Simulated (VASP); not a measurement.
# SiO2 (I4_1/amd) in VASP: relaxation of cell and atoms with PBEsol

Aim: the relaxation of cell and atoms of SiO2 with PBEsol.

Program: VASP 6.6.1. These are calculated values, not measurements. Logs are shortened: lines on timing, memory, paths and dates and some standing lists are left out, and cuts for length are marked.

### 1 The cell of the first run

The structure is tetragonal, space group I4_1/amd (No. 141). Conventional cell: a = 3.527 Å, b = 3.527 Å, c = 8.519 Å, α = 90.00°, β = 90.00°, γ = 90.00°. Within 2.4 Å of Si (site symmetry -4m2) lie 6 O at 1.77 to 1.80 Å. O (site symmetry 2mm) has 3 Si at 1.77 to 1.80 Å and 2 O at 2.26 Å within 2.4 Å.

### 2 Relaxation of cell and atoms, PBEsol

File INCAR:

```
PREC = Accurate ; ENCUT = 600
EDIFF = 1E-7 ; ISMEAR = -1
SIGMA = 0.02 ; LREAL = False
LASPH = True ; NELM = 80
ALGO = Normal ; ISIF = 3
LWAVE = False ; LCHARG = False
GGA = PS ; IBRION = 2
NSW = 80 ; EDIFFG = -0.005
```

File KPOINTS:

```
Automatic mesh
0
Gamma
  10 10 10
```

File POSCAR:

```
SiO2
1.0
   -1.7635718520      1.7635718520      4.2595057995
    1.7635718520     -1.7635718520      4.2595057995
    1.7635718520      1.7635718520     -4.2595057995
Si O
2 4
Direct
    0.0000000000      0.0000000000      0.0000000000
    0.7500000000      0.2500000000      0.5000000000
    0.9578402199      0.4578402199      0.5000000000
    0.2078402199      0.2078402199      0.0000000000
    0.5421597801      0.0421597801      0.5000000000
    0.7921597801      0.7921597801      0.0000000000
```

Potentials or basis: VASP PAW PBE potentials, release 64 (Si, O).

Run with:

```sh
$ cat potpaw_PBE.64/Si/POTCAR potpaw_PBE.64/O/POTCAR > POTCAR
$ mpirun -np 1 vasp_std > vasp.out
```

OUTCAR:

```text
PREC = Accurate
   ENCUT = 600
   EDIFF = 1E-7
   ISMEAR = -1
   LREAL = False
   LASPH = True
   NELM = 80
   ISIF = 3
   GGA = PS
   IBRION = 2
   NSW = 80
   EDIFFG = -0.005

 ion  position               nearest neighbor table
   1  0.000  0.000  0.000-   4 1.77   6 1.77   5 1.80   3 1.80   5 1.80   3 1.80   2 2.77   2 2.77
                             2 2.77   2 2.77
   2  0.750  0.250  0.500-   3 1.77   5 1.77   4 1.80   6 1.80   6 1.80   4 1.80   1 2.77   1 2.77
                             1 2.77   1 2.77
   3  0.958  0.458  0.500-   2 1.77   1 1.80   1 1.80
   4  0.208  0.208  0.000-   1 1.77   2 1.80   2 1.80
   5  0.542  0.042  0.500-   2 1.77   1 1.80   1 1.80
   6  0.792  0.792  0.000-   1 1.77   2 1.80   2 1.80

  LATTYP: Found a body centered tetragonal cell.
 ALAT       =     3.5271437040
 C/A-ratio  =     2.4152720484

  Lattice vectors:

 A1 = (  -1.7635718520,   1.7635718520,   4.2595057995)
 A2 = (   1.7635718520,  -1.7635718520,   4.2595057995)
 A3 = (   1.7635718520,   1.7635718520,  -4.2595057995)

Analysis of symmetry for initial positions (statically):
=====================================================================
 Subroutine PRICEL returns:
 Original cell was already a primitive cell.

 Routine SETGRP: Setting up the symmetry group for a
 body centered tetragonal supercell.

 Subroutine GETGRP returns: Found 16 space group operations
 (whereof  8 operations were pure point group operations)
 out of a pool of 16 trial point group operations.

The static configuration has the point symmetry D_2d.
 The point group associated with its full space group is D_4h.

Analysis of symmetry for dynamics (positions and initial velocities):
=====================================================================
 Subroutine PRICEL returns:
 Original cell was already a primitive cell.

 Routine SETGRP: Setting up the symmetry group for a
 body centered tetragonal supercell.

 Subroutine GETGRP returns: Found 16 space group operations
 (whereof  8 operations were pure point group operations)
 out of a pool of 16 trial point group operations.

The dynamic configuration has the point symmetry D_2d.
 The point group associated with its full space group is D_4h.

 Subroutine INISYM returns: Found 16 space group operations
 (whereof  8 operations are pure point group operations),
 and found     1 'primitive' translations

----------------------------------------------------------------------------------------

                                     Primitive cell

  volume of cell :      52.9914

  direct lattice vectors                    reciprocal lattice vectors
    -1.763571852  1.763571852  4.259505800     0.000000000  0.283515525  0.117384510
     1.763571852 -1.763571852  4.259505800     0.283515525  0.000000000  0.117384510
     1.763571852  1.763571852 -4.259505800     0.283515525  0.283515525  0.000000000

  length of vectors
     4.935966067  4.935966067  4.935966067     0.306855302  0.306855302  0.400951501

  position of ions in fractional coordinates (direct lattice)
     0.000000000  0.000000000  0.000000000
     0.750000000  0.250000000  0.500000000
     0.957840220  0.457840220  0.500000000
     0.207840220  0.207840220  0.000000000
     0.542159780  0.042159780  0.500000000
     0.792159780  0.792159780  0.000000000

  ion indices of the primitive-cell ions
   primitive index   ion index
                 1           1
                 2           2
                 3           3
                 4           4
                 5           5
                 6           6

----------------------------------------------------------------------------------------

 KPOINTS: Automatic mesh

Automatic generation of k-mesh.
 Grid dimensions read from file:
 generate k-points for:   10   10   10

 Generating k-lattice:

  Cartesian coordinates                     Fractional coordinates (reciprocal lattice)
     0.000000000  0.028351553  0.011738451     0.100000000  0.000000000 -0.000000000
     0.028351553  0.000000000  0.011738451     0.000000000  0.100000000 -0.000000000
     0.028351553  0.028351553  0.000000000     0.000000000  0.000000000  0.100000000

  Length of vectors
     0.030685530  0.030685530  0.040095150

  Shift w.r.t. Gamma in fractional coordinates (k-lattice)
     0.000000000  0.000000000  0.000000000

 Subroutine IBZKPT returns following result:
 ===========================================

 Found    102 irreducible k-points:

 Following reciprocal coordinates:
            Coordinates               Weight
  0.000000  0.000000  0.000000      1.000000
  0.100000  0.000000  0.000000      8.000000
  0.200000  0.000000  0.000000      8.000000
  0.300000 -0.000000  0.000000      8.000000
  0.400000  0.000000  0.000000      8.000000
  0.500000 -0.000000  0.000000      4.000000
[... 16 lines left out ...]
  0.300000  0.300000  0.000000      8.000000
  0.400000  0.300000  0.000000     16.000000
 [... further k-points ...]
   k-points           NKPTS =    102   k-points in BZ     NKDIM =    102   number of bands    NBANDS=     20
   number of dos      NEDOS =    301   number of ions     NIONS =      6
   total plane-waves  NPLWV =  64000
   dimension x,y,z NGX =    40 NGY =   40 NGZ =   40
   dimension x,y,z NGXF=    80 NGYF=   80 NGZF=   80
   ions per type =               2   4
   NGX,Y,Z   is equivalent  to a cutoff of  13.47, 13.47, 13.47 a.u.
   NGXF,Y,Z  is equivalent  to a cutoff of  26.94, 26.94, 26.94 a.u.
 SYSTEM =  unknown system
   PREC   = accura    normal or accurate (medium, high low for compatibility)
   ISTART =      0    job   : 0-new  1-cont  2-samecut
   ICHARG =      2    charge: 1-file 2-atom 10-const
   ISPIN  =      1    spin polarized calculation?
   LNONCOLLINEAR =      F non collinear calculations
   LSORBIT =      F    spin-orbit coupling
   LASPH  =      T    aspherical Exc in radial PAW
   ENCUT  =  600.0 eV  44.10 Ry    6.64 a.u.   9.86  9.86  9.86*2*pi/ulx,y,z
   NELM   =     80;   NELMIN=  2; NELMDL= -5     # of ELM steps
   EDIFF  = 0.1E-06   stopping-criterion for ELM
   LREAL  =      F    real-space projection
   EDIFFG = -.5E-02   stopping-criterion for IOM
   NSW    =     80    number of steps for IOM
   IBRION =      2    ionic relax: 0-MD 1-quasi-New 2-CG
   NFREE  =      1    steps in history (QN), initial steepest desc. (CG)
   ISIF   =      3    stress and relaxation
   ISYM   =      2    0-nonsym 1-usesym 2-fastsym
   POTIM  = 0.5000    time-step for ionic-motion
   TEBEG  =    0.0;   TEEND  =   0.0 temperature during run
   PSTRESS=    0.0 pullay stress
   NELECT =      32.0000    total number of electrons
   NUPDOWN=      -1.0000    fix difference up-down
   EMIN   =  10.00;   EMAX   =-10.00  energy-range for DOS
   EFERMI =   0.00;   METHOD = LEGACY
   ISMEAR =    -1;   SIGMA  =   0.02  broadening in eV -4-tet -1-fermi 0-gaus
   EFERMI_NEDOS =   21; number of points for ismear=-14 and -15
   IALGO  =     38    algorithm
   IMIX   =      4    mixing-type and parameters
     AMIX     =   0.40;   BMIX     =  1.00
     AMIX_MAG =   1.60;   BMIX_MAG =  1.00
  volume/ion in A,a.u.               =       8.83        59.60
  Fermi-wavevector in a.u.,A,eV,Ry     =   1.383746  2.614900 26.051789  1.914752
  Thomas-Fermi vector in A             =   2.508315
   LORBIT       =      0    0 simple, 1 ext, 2 COOP (PROOUT), +10 PAW based schemes
   GGA     = PS    functional components
   LHFCALC =     F    Hartree Fock is set to
   AEXX    =    0.0000 exact exchange contribution
   IVDW    =     0    specifies the selected vdW correction
   LEPSILON=     F    determine dielectric tensor
   LRPA    =     F    only Hartree local field effects (RPA)
 conjugate gradient relaxation of ions
 non-spin polarized calculation
  energy-cutoff  :      600.00
  volume of cell :       52.99
 maximum number of plane-waves:      1784
   NGX = 19   NGY = 19   NGZ = 19

--------------------------------------- Ionic step        1  -------------------------------------------

 number of electron      32.0000004 magnetization

 Free energy of the ion-electron system (eV)
  ---------------------------------------------------
  ext. energy  EPLUGINS =         0.00000000
  ---------------------------------------------------
  free energy    TOTEN  =       -48.58707582 eV

  energy without entropy =      -48.58707582  energy(sigma->0) =      -48.58707582

------------------------ aborting loop because EDIFF is reached ----------------------------------------

  FORCE on cell =-STRESS in cart. coord.  units (eV):
  Direction    XX          YY          ZZ          XY          YZ          ZX
  --------------------------------------------------------------------------------------
  -------------------------------------------------------------------------------------
  Total       -1.8208689     -1.8208689     -1.6147126      0.0000000      0.0000000      0.0000000
  in kB      -55.0533482    -55.0533482    -48.8202822      0.0000000      0.0000000      0.0000000
  external PRESSURE =     -52.9756595 kB  Pullay stress =       0.0000000 kB
[... 225 lines left out ...]
  energy  without entropy=      -48.6061487376  energy(sigma->0) =      -48.60614874

--------------------------------------- Ionic step        7  -------------------------------------------

 number of electron      32.0000005 magnetization

 Free energy of the ion-electron system (eV)
  ---------------------------------------------------
  ext. energy  EPLUGINS =         0.00000000
  ---------------------------------------------------
  free energy    TOTEN  =       -48.60621720 eV

  energy without entropy =      -48.60621720  energy(sigma->0) =      -48.60621720

 E-fermi :   6.3459     XC(G=0): -11.7479

 val. band max:        5.8769524116   @ k =  -0.4000   0.4000   0.0000
 cond. band min:      11.9402943047   @ k =   0.0000   0.0000   0.0000
 fundamental gap:      6.0633418931
 Fermi energy:         6.3458681186

 k-point     1 :       0.0000    0.0000    0.0000
  band No.  band energies     occupation
      1     -15.6061      2.00000
      2     -12.5961      2.00000
      3     -11.5371      2.00000
      4     -10.6948      2.00000
      5      -1.7860      2.00000
      6      -1.7860      2.00000
[... 12 lines left out ...]
     19      16.8103      0.00000
[... 513 lines left out ...]
      4     -11.7340      2.00000
      5      -3.6949      2.00000
      6      -2.4667      2.00000
[... 12 lines left out ...]
     19      15.8582      0.00000
     20      16.8049      0.00000

 [... further k-points ...]
[... 5 lines left out ...]
  --------------------------------------------------------------------------------------
  -------------------------------------------------------------------------------------
  Total        0.0037344      0.0037344      0.0052945      0.0000000      0.0000000      0.0000000
  in kB        0.1154438      0.1154438      0.1636714      0.0000000      0.0000000      0.0000000
  external PRESSURE =       0.1315196 kB  Pullay stress =       0.0000000 kB
[... 21 lines left out ...]
  FREE ENERGIE OF THE ION-ELECTRON SYSTEM (eV)
  ---------------------------------------------------
  free  energy   TOTEN  =       -48.6062172017 eV

  energy  without entropy=      -48.6062172017  energy(sigma->0) =      -48.60621720

 reached required accuracy - stopping structural energy minimisation
```

It took 19 min on 1 thread of Oxide Virtual Turin-like, shared host; peak memory 0.28 GiB.

Results:

- Free energy: -48.6062 eV
- Relaxed volume: 8.64 Å³/atom
- Relaxed cell: a = 4.903 Å, b = 4.903 Å, c = 4.903 Å, α = 138.19°, β = 138.19°, γ = 60.62°
- Space group after relaxing (to 0.05 Å): I4_1/amd (No. 141)
- Energy gained by relaxing: 3.2 meV/atom
- Ionic steps: 7
- Pressure after relaxing: 0.0 GPa
- Band gap on the k mesh: 6.06 eV, indirect (least direct gap 6.77 eV)

Step by step:
| step | energy change (eV) | largest force (eV/Å) | pressure (GPa) | volume (Å³) |
| --- | --- | --- | --- | --- |
| 1 | 0.0000 | 0.0515 | -5.30 | 52.99 |
| 2 | 0.0100 | 0.4118 | 7.06 | 50.78 |
| 3 | -0.0169 | 0.1478 | -0.08 | 52.00 |
| 4 | -0.0188 | 0.0277 | 0.01 | 51.82 |
| 5 | -0.0190 | 0.0142 | -0.02 | 51.86 |
| 6 | -0.0191 | 0.0094 | -0.01 | 51.85 |
| 7 | -0.0191 | 0.0006 | 0.01 | 51.83 |

Final structure:
```yaml
crystal:
  lattice:
    - [-1.74961, 1.74961, 4.23271]
    - [1.74961, -1.74961, 4.23271]
    - [1.74961, 1.74961, -4.23271]
  atoms:
    - { symbol: Si, position: [0.00000, 0.00000, 0.00000] }
    - { symbol: Si, position: [0.75000, 0.25000, 0.50000] }
    - { symbol: O, position: [0.95850, 0.45850, 0.50000] }
    - { symbol: O, position: [0.20850, 0.20850, 0.00000] }
    - { symbol: O, position: [0.54150, 0.04150, 0.50000] }
    - { symbol: O, position: [0.79150, 0.79150, 0.00000] }
```

Levels at points of the mesh, in eV from the valence-band top:
```csv
k point,band 14,band 15,band 16,band 17,band 18,band 19
"(0.00, 0.00, 0.00)",-0.89,-0.70,-0.70,6.06,8.51,10.93
"(0.50, 0.00, 0.00)",-1.92,-1.31,-1.30,8.72,8.95,10.99
"(0.50, 0.50, 0.00)",-2.10,-0.10,-0.10,9.65,9.65,10.92
"(0.50, 0.50, 0.50)",-2.16,-0.48,-0.48,7.28,7.28,10.07
```

Caveat: the PAW data sets were made with another functional, which shifts forces and pressure a little. A k mesh can miss the band edges.
